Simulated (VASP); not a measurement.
# C in VASP: notebook

C is run at these levels: PBE+D3(BJ); tasks: single point.

All numbers are computed with VASP 6.6.1; they aren't measurements. Logs are shortened: lines on timing, memory, paths and dates and some standing lists are left out, and cuts for length are marked.

**1. The cell of the first run**

The cell holds a slab with vacuum, 4 atoms: a = 2.466 Å, b = 2.466 Å, c = 17.500 Å, α = 90.00°, β = 90.00°, γ = 120.00°.

**2. Single point, PBE+D3(BJ)**

File INCAR:

```
SYSTEM = C
  PREC = Accurate
  ENCUT = 520
  EDIFF = 1E-6
  ISMEAR = 0
  SIGMA = 0.1
  LREAL = .FALSE.
  LASPH = .TRUE.
  NELM = 100
  ALGO = Normal
  ISIF = 2
  LWAVE = .FALSE.
  LCHARG = .TRUE.
  LDIPOL = .TRUE.
  IDIPOL = 3
  DIPOL = 0.5 0.5 0.342
  GGA = PE
  IVDW = 12
  LELF = .TRUE.
  LVHAR = .TRUE.
  LVACPOTAV = .TRUE.
  NBANDS = 16
```

File KPOINTS:

```
regular mesh
0
G
  15 15 1
  0 0 0
```

File POSCAR:

```
C
1.0
    2.4656524409      0.0000000000      0.0000000000
   -1.2328262205      2.1353176508      0.0000000000
    0.0000000000      0.0000000000     17.5000663883
C
4
Direct
    0.6666666667      0.3333333333      0.2571437784
    0.3333333333      0.6666666667      0.2571418816
    0.8333333333      0.3333333333      0.4274307435
    0.5000000000      0.6666666667      0.4274288467
```

Potentials or basis: VASP PAW PBE potentials, release 64 (C).

The run is started by

```
$ cat potpaw_PBE.64/C/POTCAR > POTCAR
$ mpirun -np 1 vasp_std > vasp.out
```

OUTCAR:

```text
SYSTEM = C
   PREC = Accurate
   ENCUT = 520
   EDIFF = 1E-6
   ISMEAR = 0
   LREAL = .FALSE.
   LASPH = .TRUE.
   NELM = 100
   ISIF = 2
   GGA = PE
   IVDW = 12
 IVDW          = 12

 ion  position               nearest neighbor table
   1  0.667  0.333  0.257-   2 1.42   2 1.42   2 1.42
   2  0.333  0.667  0.257-   1 1.42   1 1.42   1 1.42
   3  0.833  0.333  0.427-   4 1.42   4 1.42   4 1.42
   4  0.500  0.667  0.427-   3 1.42   3 1.42   3 1.42

  LATTYP: Found a hexagonal cell.
 ALAT       =     2.4656524409
 C/A-ratio  =     7.0975398227

  Lattice vectors:

 A1 = (   2.4656524409,   0.0000000000,   0.0000000000)
 A2 = (  -1.2328262205,   2.1353176508,   0.0000000000)
 A3 = (   0.0000000000,   0.0000000000,  17.5000663883)

Analysis of symmetry for initial positions (statically):
=====================================================================
 Subroutine PRICEL returns:
 Original cell was already a primitive cell.

 Routine SETGRP: Setting up the symmetry group for a
 hexagonal supercell.

 Subroutine GETGRP returns: Found  4 space group operations
 (whereof  2 operations were pure point group operations)
 out of a pool of 24 trial point group operations.

The static configuration has the point symmetry C_1h.
 The point group associated with its full space group is C_2h.

Analysis of symmetry for dynamics (positions and initial velocities):
=====================================================================
 Subroutine PRICEL returns:
 Original cell was already a primitive cell.

 Routine SETGRP: Setting up the symmetry group for a
 hexagonal supercell.

 Subroutine GETGRP returns: Found  4 space group operations
 (whereof  2 operations were pure point group operations)
 out of a pool of 24 trial point group operations.

The dynamic configuration has the point symmetry C_1h.
 The point group associated with its full space group is C_2h.

 Subroutine INISYM returns: Found  4 space group operations
 (whereof  2 operations are pure point group operations),
 and found     1 'primitive' translations

----------------------------------------------------------------------------------------

                                     Primitive cell

  volume of cell :      92.1370

  direct lattice vectors                    reciprocal lattice vectors
     2.465652441  0.000000000  0.000000000     0.405572166  0.234157199  0.000000000
    -1.232826221  2.135317651  0.000000000     0.000000000  0.468314398  0.000000000
     0.000000000  0.000000000 17.500066388     0.000000000  0.000000000  0.057142640

  length of vectors
     2.465652441  2.465652441 17.500066388     0.468314398  0.468314398  0.057142640

  position of ions in fractional coordinates (direct lattice)
     0.666666667  0.333333333  0.257143778
     0.333333333  0.666666667  0.257141882
     0.833333333  0.333333333  0.427430743
     0.500000000  0.666666667  0.427428847

  ion indices of the primitive-cell ions
   primitive index   ion index
                 1           1
                 2           2
                 3           3
                 4           4

----------------------------------------------------------------------------------------

 KPOINTS: regular mesh

Automatic generation of k-mesh.
 Grid dimensions read from file:
 generate k-points for:   15   15    1

 Generating k-lattice:

  Cartesian coordinates                     Fractional coordinates (reciprocal lattice)
     0.027038144  0.015610480  0.000000000     0.066666667  0.000000000  0.000000000
     0.000000000  0.031220960  0.000000000     0.000000000  0.066666667  0.000000000
     0.000000000  0.000000000  0.057142640     0.000000000  0.000000000  1.000000000

  Length of vectors
     0.031220960  0.031220960  0.057142640

  Shift w.r.t. Gamma in fractional coordinates (k-lattice)
     0.000000000  0.000000000  0.000000000

 Subroutine IBZKPT returns following result:
 ===========================================

 Found     64 irreducible k-points:

 Following reciprocal coordinates:
            Coordinates               Weight
  0.000000  0.000000  0.000000      1.000000
  0.066667  0.000000  0.000000      4.000000
  0.000000  0.066667  0.000000      2.000000
  0.133333 -0.000000  0.000000      4.000000
  0.000000  0.133333  0.000000      2.000000
  0.200000  0.000000  0.000000      4.000000
[... 16 lines left out ...]
 -0.266667  0.200000  0.000000      4.000000
  0.266667  0.066667  0.000000      4.000000
 [... further k-points ...]
   k-points           NKPTS =     64   k-points in BZ     NKDIM =     64   number of bands    NBANDS=     16
   number of dos      NEDOS =    301   number of ions     NIONS =      4
   total plane-waves  NPLWV =  45360
   dimension x,y,z NGX =    18 NGY =   18 NGZ =  140
   dimension x,y,z NGXF=    36 NGYF=   36 NGZF=  280
   ions per type =               4
   NGX,Y,Z   is equivalent  to a cutoff of  12.14, 12.14, 13.30 a.u.
   NGXF,Y,Z  is equivalent  to a cutoff of  24.27, 24.27, 26.60 a.u.
 SYSTEM =  C
   PREC   = accura    normal or accurate (medium, high low for compatibility)
   ISTART =      0    job   : 0-new  1-cont  2-samecut
   ICHARG =      2    charge: 1-file 2-atom 10-const
   ISPIN  =      1    spin polarized calculation?
   LNONCOLLINEAR =      F non collinear calculations
   LSORBIT =      F    spin-orbit coupling
   LASPH  =      T    aspherical Exc in radial PAW
   ENCUT  =  520.0 eV  38.22 Ry    6.18 a.u.   4.58  4.58 32.54*2*pi/ulx,y,z
   NELM   =    100;   NELMIN=  2; NELMDL= -5     # of ELM steps
   EDIFF  = 0.1E-05   stopping-criterion for ELM
   LREAL  =      F    real-space projection
   EDIFFG = 0.1E-04   stopping-criterion for IOM
   NSW    =      0    number of steps for IOM
   IBRION =     -1    ionic relax: 0-MD 1-quasi-New 2-CG
   NFREE  =      0    steps in history (QN), initial steepest desc. (CG)
   ISIF   =      2    stress and relaxation
   ISYM   =      2    0-nonsym 1-usesym 2-fastsym
   POTIM  = 0.5000    time-step for ionic-motion
   TEBEG  =    0.0;   TEEND  =   0.0 temperature during run
   PSTRESS=    0.0 pullay stress
   NELECT =      16.0000    total number of electrons
   NUPDOWN=      -1.0000    fix difference up-down
   EMIN   =  10.00;   EMAX   =-10.00  energy-range for DOS
   EFERMI =   0.00;   METHOD = LEGACY
   ISMEAR =     0;   SIGMA  =   0.10  broadening in eV -4-tet -1-fermi 0-gaus
   EFERMI_NEDOS =   21; number of points for ismear=-14 and -15
   IALGO  =     38    algorithm
   IMIX   =      4    mixing-type and parameters
     AMIX     =   0.40;   BMIX     =  1.00
     AMIX_MAG =   1.60;   BMIX_MAG =  1.00
  volume/ion in A,a.u.               =      23.03       155.44
  Fermi-wavevector in a.u.,A,eV,Ry     =   0.913349  1.725980 11.350070  0.834207
  Thomas-Fermi vector in A             =   2.037850
   LORBIT       =      0    0 simple, 1 ext, 2 COOP (PROOUT), +10 PAW based schemes
   GGA     = PE    functional components
   LHFCALC =     F    Hartree Fock is set to
   AEXX    =    0.0000 exact exchange contribution
   IVDW    =    12    specifies the selected vdW correction
   LEPSILON=     F    determine dielectric tensor
   LRPA    =     F    only Hartree local field effects (RPA)
 non-spin polarized calculation
 Gauss-broadening in eV      SIGMA  =   0.10
  energy-cutoff  :      520.00
  volume of cell :       92.14
 maximum number of plane-waves:      2516
   NGX =  9   NGY =  9   NGZ = 65

 dipolmoment           0.000000      0.000000      0.000453 electrons x Angstroem

 number of electron      15.9999996 magnetization

 dipolmoment           0.000000      0.000000     -0.000131 electrons x Angstroem

 Free energy of the ion-electron system (eV)
  ---------------------------------------------------
  ext. energy  EPLUGINS =         0.00000000
  ---------------------------------------------------
  free energy    TOTEN  =       -36.72356847 eV

  energy without entropy =      -36.72356847  energy(sigma->0) =      -36.72356847

 E-fermi :  -0.8740     XC(G=0):  -4.3507

 val. band max:       -1.2970653882   @ k =  -0.2667  -0.4000   0.0000
 cond. band min:      -0.4227451810   @ k =   0.4000   0.3333   0.0000
 fundamental gap:      0.8743202072
 Fermi energy:        -0.8739822452

 k-point     1 :       0.0000    0.0000    0.0000
  band No.  band energies     occupation
      1     -20.5826      2.00000
      2     -20.2208      2.00000
      3      -9.3024      2.00000
      4      -7.6012      2.00000
      5      -3.9255      2.00000
      6      -3.9154      2.00000
[... 8 lines left out ...]
     15       7.4104      0.00000
     16       7.4796      0.00000

 k-point     2 :       0.0667    0.0000    0.0000
  band No.  band energies     occupation
      1     -20.4765      2.00000
      2     -20.1166      2.00000
      3      -9.1751      2.00000
      4      -7.4790      2.00000
      5      -4.3522      2.00000
      6      -4.2996      2.00000
[... 8 lines left out ...]
     15       7.5479      0.00000
     16       7.8458      0.00000

 k-point     3 :       0.0000    0.0667    0.0000
  band No.  band energies     occupation
      1     -20.4765      2.00000
      2     -20.1166      2.00000
      3      -9.1752      2.00000
      4      -7.4788      2.00000
      5      -4.3563      2.00000
      6      -4.2962      2.00000
[... 8 lines left out ...]
     15       7.5520      0.00000
     16       7.8632      0.00000

 k-point     4 :       0.1333   -0.0000    0.0000
  band No.  band energies     occupation
      1     -20.1588      2.00000
      2     -19.8047      2.00000
      3      -8.7949      2.00000
      4      -7.1147      2.00000
      5      -5.4979      2.00000
      6      -5.4124      2.00000
[... 8 lines left out ...]
     15       7.5963      0.00000
     16       8.8666      0.00000

 k-point     5 :       0.0000    0.1333    0.0000
  band No.  band energies     occupation
      1     -20.1588      2.00000
      2     -19.8047      2.00000
      3      -8.7954      2.00000
      4      -7.1142      2.00000
      5      -5.4987      2.00000
      6      -5.4121      2.00000
[... 8 lines left out ...]
     15       7.5721      0.00000
     16       8.8834      0.00000

 k-point     6 :       0.2000    0.0000    0.0000
  band No.  band energies     occupation
      1     -19.6318      2.00000
      2     -19.2873      2.00000
      3      -8.1685      2.00000
      4      -7.0637      2.00000
      5      -6.9443      2.00000
      6      -6.5156      2.00000
[... 8 lines left out ...]
     15       7.4800      0.00000
     16       7.7414      0.00000
[... 267 lines left out ...]
 k-point    21 :       0.2000    0.0667    0.0000
  band No.  band energies     occupation
      1     -19.2129      2.00000
      2     -18.8758      2.00000
      3      -7.9504      2.00000
      4      -7.8177      2.00000
      5      -7.6723      2.00000
      6      -6.0856      2.00000
[... 8 lines left out ...]
     15       7.5104      0.00000
     16       7.8136      0.00000

 k-point    22 :      -0.0667    0.2667    0.0000
  band No.  band energies     occupation
      1     -19.2130      2.00000
      2     -18.8757      2.00000
      3      -7.9514      2.00000
      4      -7.8175      2.00000
      5      -7.6734      2.00000
      6      -6.0794      2.00000
[... 8 lines left out ...]
     15       7.5305      0.00000
     16       7.7712      0.00000

 k-point    23 :      -0.2667    0.2000    0.0000
  band No.  band energies     occupation
      1     -19.2128      2.00000
      2     -18.8759      2.00000
      3      -7.9529      2.00000
      4      -7.8142      2.00000
      5      -7.6720      2.00000
      6      -6.0888      2.00000
[... 8 lines left out ...]
     15       7.5178      0.00000
     16       7.8069      0.00000

 k-point    24 :       0.2667    0.0667    0.0000
  band No.  band energies     occupation
      1     -18.3824      2.00000
      2     -18.0601      2.00000
      3      -9.6845      2.00000
      4      -9.5186      2.00000
      5      -6.7534      2.00000
      6      -6.7034      2.00000
[... 8 lines left out ...]
     15       7.5766      0.00000
     16       8.6288      0.00000

 [... further k-points ...]

------------------------ aborting loop because EDIFF is reached ----------------------------------------

 Edisp (eV)   -0.51815

 E8    (eV) :    -0.1569

  FORCE on cell =-STRESS in cart. coord.  units (eV):
  Direction    XX          YY          ZZ          XY          YZ          ZX
  --------------------------------------------------------------------------------------
  -------------------------------------------------------------------------------------
  Total      -0.04373    -0.08301     1.49653     0.00000     0.00000     0.27862
  in kB      -0.76039    -1.44348    26.02321     0.00000     0.00000     4.84499
  external pressure =        7.94 kB  Pullay stress =        0.00 kB

 VOLUME and BASIS-vectors are now :
 -----------------------------------------------------------------------------
  energy-cutoff  :      520.00
  volume of cell :       92.14
      direct lattice vectors                 reciprocal lattice vectors
     2.465652441  0.000000000  0.000000000     0.405572166  0.234157199  0.000000000
    -1.232826221  2.135317651  0.000000000     0.000000000  0.468314398  0.000000000
     0.000000000  0.000000000 17.500066388     0.000000000  0.000000000  0.057142640

 POSITION                                       TOTAL-FORCE (eV/Angst)
 -----------------------------------------------------------------------------------
      1.23283      0.71177      4.50003        -0.046768      0.004968     -0.255390
     -0.00000      1.42355      4.50000        -0.046768     -0.004968     -0.255390
      1.64377      0.71177      7.48007         0.046768      0.004968      0.255390
      0.41094      1.42355      7.48003         0.046768     -0.004968      0.255390
 -----------------------------------------------------------------------------------
    total drift:                                0.000008     -0.000000     -0.029719

  FREE ENERGIE OF THE ION-ELECTRON SYSTEM (eV)
  ---------------------------------------------------
  free  energy   TOTEN  =       -37.2417222177 eV

  energy  without entropy=      -37.2417222177  energy(sigma->0) =      -37.24172222

 vacuum level on the upper side and lower side of the slab         3.465         3.470
```

Wall time 1.9 min (1 thread of Intel Xeon 6975P-C, shared host); peak memory 0.24 GiB.

What came out:

- Free energy: -37.2417 eV
- Largest force: 0.260 eV/Å
- Band gap on the k mesh: 0.87 eV, indirect (least direct gap 0.91 eV)
- Dispersion energy per atom: -0.130 eV

Forces in eV/Å, atoms in the order of the input:
```
C   -0.047  0.005 -0.255
C   -0.047 -0.005 -0.255
C    0.047  0.005  0.255
C    0.047 -0.005  0.255
```

**3. Single point, PBE+D3(BJ)**

File INCAR:

```
ALGO = Normal
DIPOL = 0.5 0.5 0.357
EDIFF = 1E-6
ENCUT = 520
GGA = PE
IDIPOL = 3
ISIF = 2
ISMEAR = 0
IVDW = 12
LASPH = T
LCHARG = T
LDIPOL = T
LELF = T
LREAL = F
LVACPOTAV = T
LVHAR = T
LWAVE = F
NBANDS = 16
NELM = 100
PREC = Accurate
SIGMA = 0.1
```

File KPOINTS:

```
k-points
0
Gamma
  15 15 1
```

POSCAR: that of step 2 with these lines changed.

```diff
@@ -10,3 +10,3 @@
     0.3333333333      0.6666666667      0.2571418816
-    0.8333333333      0.3333333333      0.4274307435
-    0.5000000000      0.6666666667      0.4274288467
+    0.8333333333      0.3333333333      0.4577163429
+    0.5000000000      0.6666666667      0.4577144461
```

Potentials or basis: VASP PAW PBE potentials, release 64 (C).

The run is started by

```
$ cat potpaw_PBE.64/C/POTCAR > POTCAR
$ mpirun -np 1 vasp_std > vasp.out
```

Wall time 1.8 min (1 thread of Intel Xeon 6975P-C, shared host); peak memory 0.24 GiB.

Results (log left out):

- Free energy: -37.3415 eV
- Largest force: 0.008 eV/Å
- Band gap on the k mesh: 0.45 eV, direct
- Dispersion energy per atom: -0.116 eV

Forces in eV/Å, atoms in the order of the input:
```
C   -0.007  0.000 -0.004
C   -0.007  0.000 -0.004
C    0.007  0.000  0.004
C    0.007  0.000  0.004
```

Levels at points of the mesh, in eV from the valence-band top:
```csv
k point,band 5,band 6,band 7,band 8,band 9,band 10,band 11,band 12
"(0.00, 0.00, 0.00)",-2.82,-2.81,-2.81,-2.81,3.60,4.08,4.97,6.68
```
